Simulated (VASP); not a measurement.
# Ge3MoRh (P1) in VASP: single point with PBE

Aim: the single point of Ge3MoRh with PBE.

Everything below comes from runs of VASP 6.6.1. Logs are shortened: lines on timing, memory, paths and dates and some standing lists are left out, and cuts for length are marked.

### 1 The cell of the first run

The typed cell holds 10 atoms: a = 5.885 Å, b = 5.860 Å, c = 5.482 Å, α = 90.19°, β = 89.76°, γ = 120.01°.

### 2 Single point, PBE

File INCAR:

```
  PREC = Accurate
  ENCUT = 520
  EDIFF = 1E-7
  ISMEAR = 1
  SIGMA = 0.15
  LREAL = False
  LASPH = True
  NELM = 100
  ALGO = Normal
  ISIF = 2
  LWAVE = False
  LCHARG = False
  GGA = PE
  NBANDS = 82
```

File KPOINTS:

```
Automatic mesh
0
Gamma
  3 3 3
```

File POSCAR:

```
Ge3MoRh
1.0
    5.8850400000      0.0069000000      0.0125780000
   -2.9365450000      5.0705740000     -0.0096400000
    0.0117030000     -0.0036000000      5.4822590000
Rh Mo Ge
2 2 6
Direct
    0.3093875229      0.6477556491      0.7679795661
    0.6650117542      0.2973402816      0.2590227573
    0.9953226351      1.0021174930      0.0140641375
   -0.0032413504      0.0045160718      0.5215863214
    0.2102211339      0.3979611375      0.2527562423
    0.7894356192      0.1870184247      0.7510743904
    0.5997996530      0.8108636442      0.2529804676
    0.8213497058      0.5937974735      0.7542621155
    0.1977431404      0.8004698764      0.2392140387
    0.3927687002      0.1757647996      0.7565352399
```

Potentials or basis: VASP PAW PBE potentials, release 64 (Rh_pv, Mo_sv, Ge_d).

Started as:

```
cat potpaw_PBE.64/Rh_pv/POTCAR potpaw_PBE.64/Mo_sv/POTCAR potpaw_PBE.64/Ge_d/POTCAR > POTCAR
mpirun -np 1 vasp_std > vasp.out
```

OUTCAR:

```text
PREC = Accurate
   ENCUT = 520
   EDIFF = 1E-7
   ISMEAR = 1
   LREAL = False
   LASPH = True
   NELM = 100
   ISIF = 2
   GGA = PE

 ion  position               nearest neighbor table
   1  0.309  0.648  0.768-   8 2.73  10 2.88   6 2.90   9 2.91   5 2.95   6 3.01  10 3.04   7 3.05
                             5 3.10
   2  0.665  0.297  0.259-   7 2.68   9 2.84   6 2.96   5 2.96   5 3.02   6 3.03   9 3.05  10 3.06
                            10 3.09   8 3.10
   3  0.995  0.002  0.014-   5 2.40   7 2.40   9 2.40   6 2.46  10 2.47   8 2.52   4 2.70   4 2.78

   4  0.997  0.005  0.522-   6 2.34  10 2.40   8 2.45   5 2.48   7 2.51   9 2.57   3 2.70   3 2.78

   5  0.210  0.398  0.253-   7 2.36   9 2.40   3 2.40   4 2.48   1 2.95   2 2.96   2 3.02   1 3.10

   6  0.789  0.187  0.751-   8 2.30  10 2.30   4 2.34   3 2.46   1 2.90   2 2.96   1 3.01   2 3.03

   7  0.600  0.811  0.253-   9 2.34   5 2.36   3 2.40   4 2.51   2 2.68   1 3.05
   8  0.821  0.594  0.754-   6 2.30   4 2.45  10 2.49   3 2.52   1 2.73   2 3.10
   9  0.198  0.800  0.239-   7 2.34   5 2.40   3 2.40   4 2.57   2 2.84   1 2.91   2 3.05
  10  0.393  0.176  0.757-   6 2.30   4 2.40   3 2.47   8 2.49   1 2.88   1 3.04   2 3.06   2 3.09

  LATTYP: Found a triclinic cell.
 ALAT       =     5.8850574864
 B/A-ratio  =     0.9956625875
 C/A-ratio  =     0.9315580495
 COS(alpha) =     0.0032832433
 COS(beta)  =     0.0042711944
 COS(gamma) =     0.5001443879

  Lattice vectors:

 A1 = (  -5.8850400000,  -0.0069000000,  -0.0125780000)
 A2 = (  -2.9365450000,   5.0705740000,  -0.0096400000)
 A3 = (  -0.0117030000,   0.0036000000,  -5.4822590000)

Analysis of symmetry for initial positions (statically):
=====================================================================
 Subroutine PRICEL returns:
 Original cell was already a primitive cell.

 Routine SETGRP: Setting up the symmetry group for a
 triclinic supercell.

 Subroutine GETGRP returns: Found  1 space group operations
 (whereof  1 operations were pure point group operations)
 out of a pool of  2 trial point group operations.

The static configuration has the point symmetry C_1 .

Analysis of symmetry for dynamics (positions and initial velocities):
=====================================================================
 Subroutine PRICEL returns:
 Original cell was already a primitive cell.

 Routine SETGRP: Setting up the symmetry group for a
 triclinic supercell.

 Subroutine GETGRP returns: Found  1 space group operations
 (whereof  1 operations were pure point group operations)
 out of a pool of  2 trial point group operations.

The dynamic configuration has the point symmetry C_1 .

 Subroutine INISYM returns: Found  1 space group operations
 (whereof  1 operations are pure point group operations),
 and found     1 'primitive' translations

----------------------------------------------------------------------------------------

                                     Primitive cell

  volume of cell :     163.7038

  direct lattice vectors                    reciprocal lattice vectors
     5.885040000  0.006900000  0.012578000     0.169807715  0.098340962 -0.000297912
    -2.936545000  5.070574000 -0.009640000    -0.000231350  0.197082595  0.000129911
     0.011703000 -0.003600000  5.482259000    -0.000389998  0.000120925  0.182407471

  length of vectors
     5.885057486  5.859531565  5.482272673     0.196228677  0.197082774  0.182407928

  position of ions in fractional coordinates (direct lattice)
     0.309387523  0.647755649  0.767979566
     0.665011754  0.297340282  0.259022757
     0.995322635  0.002117493  0.014064138
     0.996758650  0.004516072  0.521586321
     0.210221134  0.397961137  0.252756242
     0.789435619  0.187018425  0.751074390
     0.599799653  0.810863644  0.252980468
     0.821349706  0.593797473  0.754262115
     0.197743140  0.800469876  0.239214039
     0.392768700  0.175764800  0.756535240

  ion indices of the primitive-cell ions
   primitive index   ion index
                 1           1
                 2           2
                 3           3
                 4           4
                 5           5
                 6           6
                 7           7
                 8           8
                 9           9
                10          10

----------------------------------------------------------------------------------------

 KPOINTS: Automatic mesh

Automatic generation of k-mesh.
 Grid dimensions read from file:
 generate k-points for:    3    3    3

 Generating k-lattice:

  Cartesian coordinates                     Fractional coordinates (reciprocal lattice)
     0.056602572  0.032780321 -0.000099304     0.333333333 -0.000000000  0.000000000
    -0.000077117  0.065694198  0.000043304     0.000000000  0.333333333 -0.000000000
    -0.000129999  0.000040308  0.060802490     0.000000000 -0.000000000  0.333333333

  Length of vectors
     0.065409559  0.065694258  0.060802643

  Shift w.r.t. Gamma in fractional coordinates (k-lattice)
     0.000000000  0.000000000  0.000000000

 Subroutine IBZKPT returns following result:
 ===========================================

 Found     14 irreducible k-points:

 Following reciprocal coordinates:
            Coordinates               Weight
  0.000000  0.000000  0.000000      1.000000
  0.333333  0.000000 -0.000000      2.000000
  0.000000  0.333333 -0.000000      2.000000
  0.333333  0.333333 -0.000000      2.000000
 -0.333333  0.333333  0.000000      2.000000
 -0.000000 -0.000000  0.333333      2.000000
  0.333333  0.000000  0.333333      2.000000
 -0.333333 -0.000000  0.333333      2.000000
 -0.000000  0.333333  0.333333      2.000000
  0.333333  0.333333  0.333333      2.000000
 -0.333333  0.333333  0.333333      2.000000
 -0.000000 -0.333333  0.333333      2.000000
  0.333333 -0.333333  0.333333      2.000000
 -0.333333 -0.333333  0.333333      2.000000
   k-points           NKPTS =     14   k-points in BZ     NKDIM =     14   number of bands    NBANDS=     82
   number of dos      NEDOS =    301   number of ions     NIONS =     10
   total plane-waves  NPLWV =  96768
   dimension x,y,z NGX =    48 NGY =   48 NGZ =   42
   dimension x,y,z NGXF=    96 NGYF=   96 NGZF=   84
   ions per type =               2   2   6
   NGX,Y,Z   is equivalent  to a cutoff of  13.56, 13.62, 12.74 a.u.
   NGXF,Y,Z  is equivalent  to a cutoff of  27.12, 27.24, 25.47 a.u.
 SYSTEM =  unknown system
   PREC   = accura    normal or accurate (medium, high low for compatibility)
   ISTART =      0    job   : 0-new  1-cont  2-samecut
   ICHARG =      2    charge: 1-file 2-atom 10-const
   ISPIN  =      1    spin polarized calculation?
   LNONCOLLINEAR =      F non collinear calculations
   LSORBIT =      F    spin-orbit coupling
   LASPH  =      T    aspherical Exc in radial PAW
   ENCUT  =  520.0 eV  38.22 Ry    6.18 a.u.  10.94 10.89 10.19*2*pi/ulx,y,z
   NELM   =    100;   NELMIN=  2; NELMDL= -5     # of ELM steps
   EDIFF  = 0.1E-06   stopping-criterion for ELM
   LREAL  =      F    real-space projection
   EDIFFG = 0.1E-05   stopping-criterion for IOM
   NSW    =      0    number of steps for IOM
   IBRION =     -1    ionic relax: 0-MD 1-quasi-New 2-CG
   NFREE  =      0    steps in history (QN), initial steepest desc. (CG)
   ISIF   =      2    stress and relaxation
   ISYM   =      2    0-nonsym 1-usesym 2-fastsym
   POTIM  = 0.5000    time-step for ionic-motion
   TEBEG  =    0.0;   TEEND  =   0.0 temperature during run
   PSTRESS=    0.0 pullay stress
   NELECT =     142.0000    total number of electrons
   NUPDOWN=      -1.0000    fix difference up-down
   EMIN   =  10.00;   EMAX   =-10.00  energy-range for DOS
   EFERMI =   0.00;   METHOD = LEGACY
   ISMEAR =     1;   SIGMA  =   0.15  broadening in eV -4-tet -1-fermi 0-gaus
   EFERMI_NEDOS =   21; number of points for ismear=-14 and -15
   IALGO  =     38    algorithm
   IMIX   =      4    mixing-type and parameters
     AMIX     =   0.40;   BMIX     =  1.00
     AMIX_MAG =   1.60;   BMIX_MAG =  1.00
  volume/ion in A,a.u.               =      16.37       110.47
  Fermi-wavevector in a.u.,A,eV,Ry     =   1.561294  2.950418 33.166094  2.437639
  Thomas-Fermi vector in A             =   2.664381
   LORBIT       =      0    0 simple, 1 ext, 2 COOP (PROOUT), +10 PAW based schemes
   GGA     = PE    functional components
   LHFCALC =     F    Hartree Fock is set to
   AEXX    =    0.0000 exact exchange contribution
   IVDW    =     0    specifies the selected vdW correction
   LEPSILON=     F    determine dielectric tensor
   LRPA    =     F    only Hartree local field effects (RPA)
 non-spin polarized calculation
 Methfessel and Paxton  Order N= 1 SIGMA  =   0.15
  energy-cutoff  :      520.00
  volume of cell :      163.70
 maximum number of plane-waves:      4422
 NGX is ok and might be reduce to    48
   NGX = 21   NGY = 21   NGZ = 21

 number of electron     141.9999980 magnetization

 Free energy of the ion-electron system (eV)
  ---------------------------------------------------
  ext. energy  EPLUGINS =         0.00000000
  ---------------------------------------------------
  free energy    TOTEN  =       -56.76339299 eV

  energy without entropy =      -56.75909952  energy(sigma->0) =      -56.76196183

 E-fermi :   9.1672     XC(G=0): -12.2664

 val. band max:        9.1669872747   @ k =   0.3333  -0.3333   0.3333
 cond. band min:       9.1685016498   @ k =  -0.3333   0.3333   0.3333
 fundamental gap:      0.0015143751
 Fermi energy:         9.1672168009

 k-point     1 :       0.0000    0.0000    0.0000
  band No.  band energies     occupation
      1     -51.6610      2.00000
      2     -51.5432      2.00000
      3     -36.7005      2.00000
      4     -36.6437      2.00000
      5     -36.6429      2.00000
      6     -36.6316      2.00000
[... 74 lines left out ...]
     81      12.0954     -0.00000
     82      12.2078      0.00000

 k-point     2 :       0.3333    0.0000   -0.0000
  band No.  band energies     occupation
      1     -51.6610      2.00000
      2     -51.5432      2.00000
      3     -36.7006      2.00000
      4     -36.6437      2.00000
      5     -36.6430      2.00000
      6     -36.6316      2.00000
[... 74 lines left out ...]
     81      13.0085      0.00000
     82      13.6226      0.00000
[... 933 lines left out ...]
     81      12.9241      0.00000
     82      13.4347      0.00000

 k-point    14 :      -0.3333   -0.3333    0.3333
  band No.  band energies     occupation
      1     -51.6332      2.00000
      2     -51.5716      2.00000
      3     -36.7006      2.00000
      4     -36.6436      2.00000
      5     -36.6431      2.00000
      6     -36.6316      2.00000
[... 74 lines left out ...]
     81      13.9065      0.00000
     82      14.0175      0.00000

------------------------ aborting loop because EDIFF is reached ----------------------------------------

  FORCE on cell =-STRESS in cart. coord.  units (eV):
  Direction    XX          YY          ZZ          XY          YZ          ZX
  --------------------------------------------------------------------------------------
  -------------------------------------------------------------------------------------
  Total       21.5183625     16.7226351     12.2432185     -0.8462634     -0.1528417      0.1147468
  in kB      210.6013194    163.6652892    119.8250088     -8.2824236     -1.4958696      1.1230329
  external PRESSURE =     164.6972058 kB  Pullay stress =       0.0000000 kB

 VOLUME and BASIS-vectors are now :
 -----------------------------------------------------------------------------
  energy-cutoff  :      520.00
  volume of cell :      163.70
      direct lattice vectors                 reciprocal lattice vectors
     5.885040000  0.006900000  0.012578000     0.169807715  0.098340962 -0.000297912
    -2.936545000  5.070574000 -0.009640000    -0.000231350  0.197082595  0.000129911
     0.011703000 -0.003600000  5.482259000    -0.000389998  0.000120925  0.182407471

 POSITION                                       TOTAL-FORCE (eV/Angst)
 -----------------------------------------------------------------------------------
     -0.07242      3.28386      4.20791        -0.180042     -0.466772      0.143674
      3.04350      1.51134      1.42553         0.436260     -0.496773     -0.050333
      5.85146      0.01755      0.08960        -0.165203     -0.109488     -0.725793
      5.85881      0.02790      2.87197         0.420660     -0.551322     -1.121745
      0.07149      2.01843      1.38448         0.299943      0.342498      0.396923
      4.10546      0.95103      4.12571        -0.203973     -0.335262      0.358092
      1.15167      4.11477      1.38663         0.474244      0.083500      0.436621
      3.09879      3.01385      4.13967        -0.303006      1.091202      0.067259
     -1.18409      4.05935      1.30620        -0.852773      0.141000      0.347289
      1.80417      0.89122      4.15077         0.073889      0.301417      0.148013
 -----------------------------------------------------------------------------------
    total drift:                               -0.001774     -0.000612     -0.002897

  FREE ENERGIE OF THE ION-ELECTRON SYSTEM (eV)
  ---------------------------------------------------
  free  energy   TOTEN  =       -56.7633929915 eV

  energy  without entropy=      -56.7590995152  energy(sigma->0) =      -56.76196183
```

Wall time 2.9 min (1 thread of Intel Xeon 6975P-C (Granite Rapids), shared host); peak memory 0.38 GiB.

Results:

* Free energy: -56.7634 eV
* Pressure: 16.5 GPa
* Largest force: 1.319 eV/Å
* Band gap on the k mesh: zero (band 71 reaches 9.22 eV, above the bottom of band 72 at 9.09 eV)

Forces in eV/Å, atoms in the order of the input:
```
Rh  -0.180 -0.467  0.144
Rh   0.436 -0.497 -0.050
Mo  -0.165 -0.109 -0.726
Mo   0.421 -0.551 -1.122
Ge   0.300  0.342  0.397
Ge  -0.204 -0.335  0.358
Ge   0.474  0.084  0.437
Ge  -0.303  1.091  0.067
Ge  -0.853  0.141  0.347
Ge   0.074  0.301  0.148
```

Stress tensor (GPa, compression positive):
```
21.06 -0.83  0.11
-0.83 16.37 -0.15
 0.11 -0.15 11.98
```

Levels at points of the mesh, in eV from the Fermi level:
| k point | band 69 | band 70 | band 71 | band 72 | band 73 | band 74 |
| --- | --- | --- | --- | --- | --- | --- |
| (0.00, 0.00, 0.00) | -0.86 | -0.74 | -0.38 | 0.23 | 0.39 | 0.81 |

Caveat: the k points lie up to 0.41 Å⁻¹ apart; forces of over 1 eV/Å act on the atoms, so gaps and moduli don't describe the material at rest.
